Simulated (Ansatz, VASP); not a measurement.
**One calculation of MgS, two programs**

```
Mg S
1.0
     0.02602    2.61466    2.61466
     2.61466    0.02602    2.61466
     2.61466    2.61466    0.02602
Mg S
1 1
Direct
  0.00000 0.00000 0.00000
  0.50000 0.50000 0.50000
```

Change from the starting cell: equal xy, yz and zx shear strains of +1 %.

Alike in both runs: task single point; functional PBE; k mesh 8 × 8 × 8; occupations fermi-dirac, width 0.01 eV; no spin polarisation.

```csv
,VASP,Ansatz
version,VASP 6.6.1,Ansatz 0.2.0
potentials or method,"VASP PAW PBE potentials, release 64 (Mg, S), cutoff 520 eV","all-electron LAPW, scalar-relativistic"
```

```tsv
	VASP	Ansatz	Ansatz less VASP
gap on the k mesh at the Fermi level (eV)	2.73	2.74	+0.011
pressure (GPa)	0.9	1.2	+0.29
traceless stress, the component that is largest in VASP (GPa)	-0.56	-0.56	+0.001
```

Ansatz ran all-electron here, and VASP with PAW potentials.
